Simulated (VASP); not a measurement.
# MgO (Immm) in VASP: further runs, part 2 of 2

VASP 6.6.1. The steps go on from the part before.

**3. Single point, PBEsol (strain +0.0875 x Voigt [0, 0, 0, 0, 0, 1])**

INCAR

```
SYSTEM = MgO
ALGO     = Normal         ! electronic algorithm
EDIFF    = 1E-6           ! SCF threshold, eV
ENCUT    = 520            ! plane-wave cutoff, eV
GGA      = PS             ! functional
ISIF     = 2              ! what is computed and relaxed
ISMEAR   = 0              ! smearing method
LASPH    = .TRUE.         ! aspherical terms in the spheres
LCHARG   = .TRUE.         ! write CHGCAR
LELF     = .TRUE.         ! ELF
LREAL    = .FALSE.        ! projectors in reciprocal space
LVHAR    = .TRUE.       
LWAVE    = .FALSE.        ! write WAVECAR
NBANDS   = 11             ! bands
NELM     = 100            ! most SCF steps
PREC     = Accurate       ! precision mode
SIGMA    = 0.05           ! smearing width, eV
```

KPOINTS

```
k-points
0
G
  10 10 10
  0 0 0
```

POSCAR

```
MgO
1.0
    0.0934128125      2.1351500000      2.1351500000
    2.1351500000      0.0934128125      2.1351500000
    2.2285628125      2.2285628125      0.0000000000
Mg O
1 1
Direct
    0.0000000000      0.0000000000      0.0000000000
    0.5000000000      0.5000000000      0.5000000000
```

Potentials or basis: VASP PAW PBE potentials, release 64 (Mg, O).

Launch:

```console
> cat potpaw_PBE.64/Mg/POTCAR potpaw_PBE.64/O/POTCAR > POTCAR
> mpirun -np 1 vasp_std > vasp.out
```

OUTCAR:

```text
SYSTEM = MgO
   EDIFF = 1E-6
   ENCUT = 520
   GGA = PS
   ISIF = 2
   ISMEAR = 0
   LASPH = .TRUE.
   LREAL = .FALSE.
   NELM = 100
   PREC = Accurate

 ion  position               nearest neighbor table
   1  0.000  0.000  0.000-   2 2.14   2 2.14   2 2.14   2 2.14   2 2.14   2 2.14
   2  0.500  0.500  0.500-   1 2.14   1 2.14   1 2.14   1 2.14   1 2.14   1 2.14

  LATTYP: Found a body centered orthorhombic cell.
 ALAT       =     2.8874524214
 B/A-ratio  =     1.0915032680
 C/A-ratio  =     1.4789161437

  Lattice vectors:

 A1 = (   2.1351500000,   0.0934128125,  -2.1351500000)
 A2 = (  -2.1351500000,  -0.0934128125,  -2.1351500000)
 A3 = (   0.0934128125,   2.1351500000,   2.1351500000)

Analysis of symmetry for initial positions (statically):
=====================================================================
 Subroutine PRICEL returns:
 Original cell was already a primitive cell.

 Routine SETGRP: Setting up the symmetry group for a
 body centered orthorhombic supercell.

 Subroutine GETGRP returns: Found  8 space group operations
 (whereof  8 operations were pure point group operations)
 out of a pool of  8 trial point group operations.

The static configuration has the point symmetry D_2h.

Analysis of symmetry for dynamics (positions and initial velocities):
=====================================================================
 Subroutine PRICEL returns:
 Original cell was already a primitive cell.

 Routine SETGRP: Setting up the symmetry group for a
 body centered orthorhombic supercell.

 Subroutine GETGRP returns: Found  8 space group operations
 (whereof  8 operations were pure point group operations)
 out of a pool of  8 trial point group operations.

The dynamic configuration has the point symmetry D_2h.

 Subroutine INISYM returns: Found  8 space group operations
 (whereof  8 operations are pure point group operations),
 and found     1 'primitive' translations

[... 115 lines left out ...]
  volume/ion in A,a.u.               =       9.72        65.56
  Fermi-wavevector in a.u.,A,eV,Ry     =   1.217897  2.301491 20.181146  1.483272
  Thomas-Fermi vector in A             =   2.353202
   LORBIT       =      0    0 simple, 1 ext, 2 COOP (PROOUT), +10 PAW based schemes
   GGA     = PS    functional components
   LHFCALC =     F    Hartree Fock is set to
   AEXX    =    0.0000 exact exchange contribution
   IVDW    =     0    specifies the selected vdW correction
   LEPSILON=     F    determine dielectric tensor
   LRPA    =     F    only Hartree local field effects (RPA)
 non-spin polarized calculation
 Gauss-broadening in eV      SIGMA  =   0.05
  energy-cutoff  :      520.00
  volume of cell :       19.43
 maximum number of plane-waves:       538
   NGX = 11   NGY = 11   NGZ = 11

 number of electron       8.0000000 magnetization

 Free energy of the ion-electron system (eV)
  ---------------------------------------------------
  ext. energy  EPLUGINS =         0.00000000
  ---------------------------------------------------
  free energy    TOTEN  =       -12.43317588 eV

  energy without entropy =      -12.43317588  energy(sigma->0) =      -12.43317588

 E-fermi :   3.3641     XC(G=0): -11.1249

 val. band max:        3.1432571726   @ k =   0.0000   0.0000   0.0000
 cond. band min:       6.9733982557   @ k =   0.0000   0.0000   0.0000
 fundamental gap:      3.8301410830
 Fermi energy:         3.3641044234

 k-point     1 :       0.0000    0.0000    0.0000
  band No.  band energies     occupation
      1     -14.2083      2.00000
      2       2.4987      2.00000
      3       2.7747      2.00000
      4       3.1433      2.00000
      5       6.9734      0.00000
      6      17.0060      0.00000
      7      18.3046      0.00000
      8      19.5111      0.00000
      9      21.7850      0.00000
     10      23.8001      0.00000
     11      23.9290      0.00000
[... 309 lines left out ...]
 k-point    24 :       0.4000    0.3000    0.0000
  band No.  band energies     occupation
      1     -13.0261      2.00000
      2      -0.6810      2.00000
      3       1.2901      2.00000
      4       1.9562      2.00000
      5      11.2605      0.00000
      6      13.2783      0.00000
      7      15.9379      0.00000
      8      19.4627      0.00000
      9      21.4664      0.00000
     10      27.0076      0.00000
     11      28.8535      0.00000

 [... further k-points ...]
[... 5 lines left out ...]
  --------------------------------------------------------------------------------------
  -------------------------------------------------------------------------------------
  Total       -0.6646743     -0.6646743     -0.8509430     -1.4889811      0.0000000      0.0000000
  in kB      -54.8070406    -54.8070406    -70.1661995   -122.7768988      0.0000000      0.0000000
  external PRESSURE =     -59.9267602 kB  Pullay stress =       0.0000000 kB

 VOLUME and BASIS-vectors are now :
 -----------------------------------------------------------------------------
  energy-cutoff  :      520.00
  volume of cell :       19.43
      direct lattice vectors                 reciprocal lattice vectors
     0.093412812  2.135150000  2.135150000    -0.244889501  0.244889501  0.234175585
     2.135150000  0.093412812  2.135150000     0.244889501 -0.244889501  0.234175585
     2.228562812  2.228562812  0.000000000     0.224359842  0.224359842 -0.234175585

 POSITION                                       TOTAL-FORCE (eV/Angst)
 -----------------------------------------------------------------------------------
      0.00000      0.00000      0.00000         0.000000     -0.000000     -0.000000
      2.22856      2.22856      2.13515         0.000000      0.000000      0.000000
 -----------------------------------------------------------------------------------
    total drift:                               -0.000000     -0.000000      0.000000

  FREE ENERGIE OF THE ION-ELECTRON SYSTEM (eV)
  ---------------------------------------------------
  free  energy   TOTEN  =       -12.4331758763 eV

  energy  without entropy=      -12.4331758763  energy(sigma->0) =      -12.43317588
```

stdout:

```text
POSCAR found type information on POSCAR MgO
 POSCAR found :  2 types and       2 ions
 scaLAPACK will be used
 -----------------------------------------------------------------------------
|                                                                             |
|                                                                             |
|     You enforced a specific xc type in the INCAR file but a different       |
|     I HOPE YOU KNOW WHAT YOU ARE DOING!                                     |
|                                                                             |
 -----------------------------------------------------------------------------

 LDA part: xc-table for (Slater+PW92), standard interpolation
 POSCAR, INCAR and KPOINTS ok, starting setup
 FFT: planning ... GRIDC
 FFT: planning ... GRID_SOFT
 FFT: planning ... GRID
 WAVECAR not read
 entering main loop
```

Wall time 34 s (1 thread of AMD EPYC 7R43 (Zen 3), shared host); peak memory 0.13 GiB.

What came out:

- Free energy: -12.4332 eV
- Pressure: -6.0 GPa
- Band gap on the k mesh: 3.83 eV, direct

Caveat: the cell differs from its parent crystal (strain +0.0875 x Voigt [0, 0, 0, 0, 0, 1]); the PAW data sets were made with another functional, which shifts forces and pressure a little.
